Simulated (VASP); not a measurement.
Runs of VASP 6.6.1 on NaHfO. The structure is that of space group P4/mmm (No. 123), or close to it. The cells are those of the table. The cell was built from a structure type or drawn by symmetry, and may not be a known phase.

```tsv
task	cell	k mesh	cutoff (eV)	gap on the mesh (eV)	pressure (GPa)	relaxed volume (Å³/atom)
single point	a = 3.080, b = 3.080, c = 5.833 Å, 3 atoms	6 × 6 × 6	520	none	-0.8	-
relaxation of cell and atoms	relaxed from a = 3.080, b = 3.080, c = 5.833 Å, 3 atoms	16 × 16 × 8	600	none	0.0	18.32
single point	a = 3.084, b = 3.084, c = 5.821 Å, 3 atoms	16 × 16 × 8	520	none	(a)	-
single point	a = 3.465, b = 3.465, c = 3.655 Å, 3 atoms	6 × 6 × 6	520	none	11.9	-
relaxation of cell and atoms	relaxed from a = 3.465, b = 3.465, c = 3.655 Å, 3 atoms	6 × 6 × 6	600	none	0.0	(b)
```

Alike in all rows: level PBE; potentials or basis VASP PAW PBE potentials, release 64 (Na_pv, Hf_pv, O); no spin polarisation; smearing gaussian 0.1 eV.

Q: Fill in the values left out.

A: (a) -1.0; (b) 16.44.

Caveats: spin-orbit coupling is left out, which moves the levels of the heavy elements; an odd number of electrons without spin polarisation forces a metal; a magnetic or distorted state may lie lower; the cell stands under pressure (at least some runs); a cell axis changed by over 15 % at a fixed basis, so the end point is rough (at least some runs).

A k mesh can miss the band edges, and the runs leave out spin-orbit coupling on Hf.

A gap of «none» marks levels without a gap at the run's occupations.
